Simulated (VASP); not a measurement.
A run of VASP 6.6.1 is set up as follows.

INCAR

```
PREC = Accurate ; ENCUT = 500
EDIFF = 1E-6 ; ISMEAR = 0
SIGMA = 0.1 ; LREAL = F
LASPH = T ; NELM = 120
ALGO = Normal ; ISIF = 2
LWAVE = F ; LCHARG = F
GGA = B5 ; ALDAX = 1.0
AGGAX = 1.0 ; AGGAC = 1.0
ALDAC = 0.0 ; NBANDS = 16
GGA_COMPAT = F
```

KPOINTS

```
regular mesh
0
Gamma
  4 4 4
```

POSCAR

```
GaP
1.0
    0.0000000000      2.7258124945      2.7258124945
    2.7258124945      0.0000000000      2.7258124945
    2.7258124945      2.7258124945      0.0000000000
Ga P
1 1
Direct
    0.0000000000      0.0000000000      0.0000000000
    0.2500000000      0.2500000000      0.2500000000
```

Potentials or basis: VASP PAW PBE potentials, release 64 (Ga_d, P).

The run is started by

```bash
$ cat potpaw_PBE.64/Ga_d/POTCAR potpaw_PBE.64/P/POTCAR > POTCAR
$ mpirun -np 1 vasp_std > vasp.out
```

Q: What does it give for the band gap on the k mesh?

A: 1.66 eV (least direct gap 1.71 eV).

Q: Estimate the pressure.

A: 6.7 GPa.

Caveat: the k points lie up to 0.50 Å⁻¹ apart; the PAW data sets were made with another functional, which shifts forces and pressure a little. A k mesh can miss the band edges.
